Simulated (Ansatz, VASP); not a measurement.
One calculation of MgO, two programs

```
CELL_PARAMETERS angstrom
0.00000 2.13680 2.13680
2.13680 0.00000 2.13680
2.13680 2.13680 0.00000
ATOMIC_POSITIONS crystal
Mg 0.00000 0.00000 0.00000
O 0.50000 0.50000 0.50000
```

Alike in both runs: task single point; functional PBE; k mesh 9 × 9 × 9; occupations fermi-dirac, width 0.1 eV; no spin polarisation.

```csv
,VASP,Ansatz
version,VASP 6.6.1,Ansatz 0.2.0
potentials or method,"VASP PAW PBE potentials, release 64 (Mg, O), cutoff 520 eV","PAW, plane waves, scalar-relativistic"
valence electrons in the cell,8,16
```

```csv
,VASP,Ansatz,Ansatz less VASP
pressure (GPa),-2.8,-2.0,+0.75
```

With one functional, cell and mesh, what is left measures potentials, basis and numerics. VASP's potentials hold 8 valence electrons a cell and Ansatz's 16, so a difference there can come from the potentials and not from the codes.
